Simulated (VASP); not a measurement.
Write the native input for VASP 6.6.1 that does the following.

```yaml
Task: relaxation of cell and atoms
Functional: PBE
Potentials_or_basis: VASP PAW PBE potentials, release 64 (Mg, Ge_d, N)
Cutoff: 600 eV
k_mesh: 6 × 6 × 2
Occupations: gaussian, width 0.2 eV
Spin: no spin polarisation
Dipole_correction: no
Further_INCAR_settings: ALGO = Normal; EDIFF = 1e-07; IBRION = 2; EDIFFG = -0.025; NSW = 80; ISIF = 3
```

The structure of MgGe5N lies in POSCAR:

```
MgGe5N
1.0
    3.9985789577      0.0041773535      0.0479898691
   -1.9956717846      3.2827289629     -0.0517262028
    0.1256296667     -0.0838265790      9.9988440814
Mg Ge N
1 5 1
Direct
    0.9448937718      0.9278808081      0.0008378477
    0.3218709505      0.6319805233      0.7873777092
    0.3452107021      0.6474607621      0.1922899901
    0.6756137341      0.3537731225      0.3281671416
    0.6651176602      0.3748777237      0.6672306337
    1.0253116396      1.0337766753      0.5081458895
    0.3553148750      0.6969170517      0.0159507883
```

One way to write it, as run:

INCAR

```
PREC = Accurate
ENCUT = 600
EDIFF = 1E-7
ISMEAR = 0
SIGMA = 0.2
LREAL = False
LASPH = True
NELM = 100
ALGO = Normal
ISIF = 3
LWAVE = False
LCHARG = False
GGA = PE
IBRION = 2
NSW = 80
EDIFFG = -0.025
```

KPOINTS

```
regular mesh
0
Gamma
  6 6 2
```

Potentials or basis: VASP PAW PBE potentials, release 64 (Mg, Ge_d, N).

The run is started by

```console
$ cat potpaw_PBE.64/Mg/POTCAR potpaw_PBE.64/Ge_d/POTCAR potpaw_PBE.64/N/POTCAR > POTCAR
$ mpirun -np 1 vasp_std > vasp.out
```

Results of the run:

- Relaxed volume: 18.50 Å³/atom
- Relaxed cell: a = 3.868 Å, b = 3.845 Å, c = 10.079 Å, α = 90.00°, β = 90.02°, γ = 120.21°
- Space group after relaxing (to 0.1 Å): P-6m2 (No. 187)
- Energy gained by relaxing: 104.0 meV/atom
- Ionic steps: 26
- Pressure after relaxing: 0.1 GPa
- Largest force after relaxing: 0.022 eV/Å
- Band gap on the k mesh: zero (an odd number of electrons rules out a gap without spin polarisation)

Caveat: an odd number of electrons without spin polarisation forces a metal; a magnetic or distorted state may lie lower.

Run time: 36 min on 1 thread of Intel(R) Xeon(R) 6975P-C (Granite Rapids), on a shared host, peak memory 0.46 GiB.
